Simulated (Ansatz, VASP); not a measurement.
**Two plane-wave programs on BN**

```
B N
1.0
     2.50399    0.00000    0.00000
    -1.25200    2.16852    0.00000
     0.00000    0.00000    6.66120
B N
2 2
Cartesian
  0.0000 1.4457 1.6653
  1.2520 0.7228 4.9959
  -0.0541 1.4144 4.9959
  1.1979 0.6916 1.6653
```

Change from the starting cell: all N atoms moved +0.062 Å, as atom 3 towards its neighbour atom 2 (B) at 1.446 Å.

Alike in both runs: task single point; functional LDA; k mesh 12 × 12 × 4; occupations gaussian, width 0.05 eV; no spin polarisation.

|  | VASP | Ansatz |
| --- | --- | --- |
| version | VASP 6.6.1 | Ansatz 0.2.0 |
| potentials or method | VASP PAW LDA potentials, release 64 (B, N), cutoff 520 eV | scalar-relativistic, plane waves, PAW |
| valence electrons in the cell | 16 | 16 |

```tsv
	VASP	Ansatz	Ansatz less VASP
gap on the k mesh at the Fermi level (eV)	4.00	4.01	+0.016
least direct gap on the mesh (eV)	4.39	4.41	+0.016
pressure (GPa)	-2.7	-3.1	-0.41
traceless stress, the component that is largest in VASP (GPa)	1.89	2.45	+0.564
rms of the force components (eV/Å)	1.485	1.489	+0.0041
```

LDA's correlation is that of Perdew and Zunger in VASP and of Perdew and Wang (1992) in Ansatz. Atom by atom the forces differ by 0.004 eV/Å (rms over components).
